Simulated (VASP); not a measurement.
# AlN in VASP: notebook, part 2 of 2

VASP 6.6.1. The steps go on from the part before.

## Step 6: Single point, PBE

This run uses another cell than the first one, of 7.08 Å³/atom, 0.778 times its volume.

Input file INCAR:

```
SYSTEM = AlN
PREC = Accurate ; ENCUT = 520
EDIFF = 1E-7 ; ISMEAR = 0
SIGMA = 0.05 ; LREAL = .False.
LASPH = .True. ; NELM = 100
ALGO = Normal ; ISIF = 2
LWAVE = .False. ; LCHARG = .False.
GGA = PE ; NBANDS = 11
```

Input file KPOINTS:

```
regular mesh
0
Gamma
  10 10 10
  0 0 0
```

Input file POSCAR:

```
AlN
1.0
    0.0000000000      1.9200101273      1.9200101273
    1.9200101273      0.0000000000      1.9200101273
    1.9200101273      1.9200101273      0.0000000000
Al N
1 1
Direct
    0.5000000000      0.5000000000      0.5000000000
    0.0000000000      0.0000000000      0.0000000000
```

Potentials or basis: VASP PAW PBE potentials, release 64 (Al, N).

Command:

```
$ cat potpaw_PBE.64/Al/POTCAR potpaw_PBE.64/N/POTCAR > POTCAR
$ mpirun -np 1 vasp_std > vasp.out
```

OUTCAR:

```text
SYSTEM = AlN
   PREC = Accurate
   ENCUT = 520
   EDIFF = 1E-7
   ISMEAR = 0
   LREAL = .False.
   LASPH = .True.
   NELM = 100
   ISIF = 2
   GGA = PE

 ion  position               nearest neighbor table
   1  0.500  0.500  0.500-   2 1.92   2 1.92   2 1.92   2 1.92   2 1.92   2 1.92
   2  0.000  0.000  0.000-   1 1.92   1 1.92   1 1.92   1 1.92   1 1.92   1 1.92

  LATTYP: Found a face centered cubic cell.
 ALAT       =     3.8400202546

  Lattice vectors:

 A1 = (   0.0000000000,   1.9200101273,   1.9200101273)
 A2 = (   1.9200101273,   0.0000000000,   1.9200101273)
 A3 = (   1.9200101273,   1.9200101273,   0.0000000000)

Analysis of symmetry for initial positions (statically):
=====================================================================
 Subroutine PRICEL returns:
 Original cell was already a primitive cell.

 Routine SETGRP: Setting up the symmetry group for a
 face centered cubic supercell.

 Subroutine GETGRP returns: Found 48 space group operations
 (whereof 48 operations were pure point group operations)
 out of a pool of 48 trial point group operations.

The static configuration has the point symmetry O_h .

Analysis of symmetry for dynamics (positions and initial velocities):
=====================================================================
 Subroutine PRICEL returns:
 Original cell was already a primitive cell.

 Routine SETGRP: Setting up the symmetry group for a
 face centered cubic supercell.

 Subroutine GETGRP returns: Found 48 space group operations
 (whereof 48 operations were pure point group operations)
 out of a pool of 48 trial point group operations.

The dynamic configuration has the point symmetry O_h .

 Subroutine INISYM returns: Found 48 space group operations
 (whereof 48 operations are pure point group operations),
 and found     1 'primitive' translations

----------------------------------------------------------------------------------------

[... 114 lines left out ...]
  Fermi-wavevector in a.u.,A,eV,Ry     =   1.353499  2.557742 24.925327  1.831960
  Thomas-Fermi vector in A             =   2.480749
   LORBIT       =      0    0 simple, 1 ext, 2 COOP (PROOUT), +10 PAW based schemes
   GGA     = PE    functional components
   LHFCALC =     F    Hartree Fock is set to
   AEXX    =    0.0000 exact exchange contribution
   IVDW    =     0    specifies the selected vdW correction
   LEPSILON=     F    determine dielectric tensor
   LRPA    =     F    only Hartree local field effects (RPA)
 non-spin polarized calculation
 Gauss-broadening in eV      SIGMA  =   0.05
  energy-cutoff  :      520.00
  volume of cell :       14.16
 maximum number of plane-waves:       392
   NGX =  9   NGY =  9   NGZ =  9

 number of electron       7.9999997 magnetization

 Free energy of the ion-electron system (eV)
  ---------------------------------------------------
  ext. energy  EPLUGINS =         0.00000000
  ---------------------------------------------------
  free energy    TOTEN  =       -14.09441027 eV

  energy without entropy =      -14.09441027  energy(sigma->0) =      -14.09441027

 E-fermi :  12.4095     XC(G=0): -13.0304

 val. band max:       12.1077449904   @ k =   0.0000   0.0000   0.0000
 cond. band min:      17.0974042405   @ k =   0.5000   0.5000   0.0000
 fundamental gap:      4.9896592501
 Fermi energy:        12.4095418968

 k-point     1 :       0.0000    0.0000    0.0000
  band No.  band energies     occupation
      1      -6.9366      2.00000
      2      12.1077      2.00000
      3      12.1077      2.00000
      4      12.1077      2.00000
      5      20.2015      0.00000
      6      24.7589      0.00000
      7      24.7589      0.00000
      8      24.7589      0.00000
      9      30.3391      0.00000
     10      31.0588      0.00000
     11      31.0588      0.00000
[... 309 lines left out ...]
 k-point    24 :       0.4000    0.3000    0.0000
  band No.  band energies     occupation
      1      -3.3935      2.00000
      2       5.5972      2.00000
      3       8.8580      2.00000
      4       9.4594      2.00000
      5      18.6007      0.00000
      6      20.2931      0.00000
      7      26.2053      0.00000
      8      29.7216      0.00000
      9      30.7074      0.00000
     10      35.7256      0.00000
     11      39.3683      0.00000

 [... further k-points ...]
[... 5 lines left out ...]
  --------------------------------------------------------------------------------------
  -------------------------------------------------------------------------------------
  Total        5.4658190      5.4658190      5.4658190      0.0000000      0.0000000      0.0000000
  in kB      618.6218761    618.6218761    618.6218761      0.0000000      0.0000000      0.0000000
  external PRESSURE =     618.6218761 kB  Pullay stress =       0.0000000 kB

 VOLUME and BASIS-vectors are now :
 -----------------------------------------------------------------------------
  energy-cutoff  :      520.00
  volume of cell :       14.16
      direct lattice vectors                 reciprocal lattice vectors
     0.000000000  1.920010127  1.920010127    -0.260415293  0.260415293  0.260415293
     1.920010127  0.000000000  1.920010127     0.260415293 -0.260415293  0.260415293
     1.920010127  1.920010127  0.000000000     0.260415293  0.260415293 -0.260415293

 POSITION                                       TOTAL-FORCE (eV/Angst)
 -----------------------------------------------------------------------------------
      1.92001      1.92001      1.92001         0.000000      0.000000      0.000000
      0.00000      0.00000      0.00000         0.000000      0.000000     -0.000000
 -----------------------------------------------------------------------------------
    total drift:                                0.000000     -0.000000     -0.000000

  FREE ENERGIE OF THE ION-ELECTRON SYSTEM (eV)
  ---------------------------------------------------
  free  energy   TOTEN  =       -14.0944102747 eV

  energy  without entropy=      -14.0944102747  energy(sigma->0) =      -14.09441027
```

Wall time 3.8 s (1 thread of AMD EPYC 9R45 (Zen 5), shared host); peak memory 0.09 GiB.

What came out:

| Item | Value |
| --- | --- |
| Free energy | -14.0944 eV |
| Pressure | 61.9 GPa |
| Band gap on the k mesh | 4.99 eV, indirect (least direct gap 8.09 eV) |

## Step 7: Summary

| cell | gap on the mesh (eV) | pressure (GPa) |
| --- | --- | --- |
| a = 2.983 Å, angles 58.7°, 2 atoms | 3.52 | -16.6 |
| a = 3.052 Å, angles 57.4°, 2 atoms | 2.95 | -22.5 |
| a = 2.931 Å, angles 62.7°, 2 atoms | 2.76 | -22.5 |
| a = 3.019 Å, angles 58.7°, 2 atoms | 3.22 | -22.7 |
| a = 2.715 Å, angles 60.0°, 2 atoms | 4.99 | 61.9 |

Alike in all rows: task single point; level PBE; potentials or basis VASP PAW PBE potentials, release 64 (Al, N); no spin polarisation; k mesh 10 × 10 × 10; cutoff (eV) 520; smearing gaussian 0.05 eV.

Absolute energies hang on the potentials; compare differences alone.
